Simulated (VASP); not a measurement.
A run of VASP 6.6.1 is set up as follows.

File INCAR:

```
SYSTEM = HgTe
ALGO = Normal
EDIFF = 1E-6
ENCUT = 520
GGA = PE
ISIF = 2
ISMEAR = 0
LASPH = .TRUE.
LCHARG = .FALSE.
LREAL = .FALSE.
LWAVE = .FALSE.
NBANDS = 16
NELM = 60
PREC = Accurate
SIGMA = 0.1
```

KPOINTS

```
k-points
0
G
  12 12 12
  0 0 0
```

File POSCAR:

```
HgTe
1.0
    0.0000000000      3.2235000000      3.2235000000
    3.2235000000      0.0000000000      3.2235000000
    3.2235000000      3.2235000000      0.0000000000
Hg Te
1 1
Direct
    0.0000000000      0.0000000000      0.0000000000
    0.7500000000      0.7500000000      0.7500000000
```

Potentials or basis: VASP PAW PBE potentials, release 64 (Hg, Te).

Command:

```console
$ cat potpaw_PBE.64/Hg/POTCAR potpaw_PBE.64/Te/POTCAR > POTCAR
$ mpirun -np 1 vasp_std > vasp.out
```

Predict the pressure.

4.1 GPa.

Predict the band gap on the k mesh.

zero (filled and empty bands touch).

Caveat: spin-orbit coupling is left out, which moves the levels of the heavy elements.
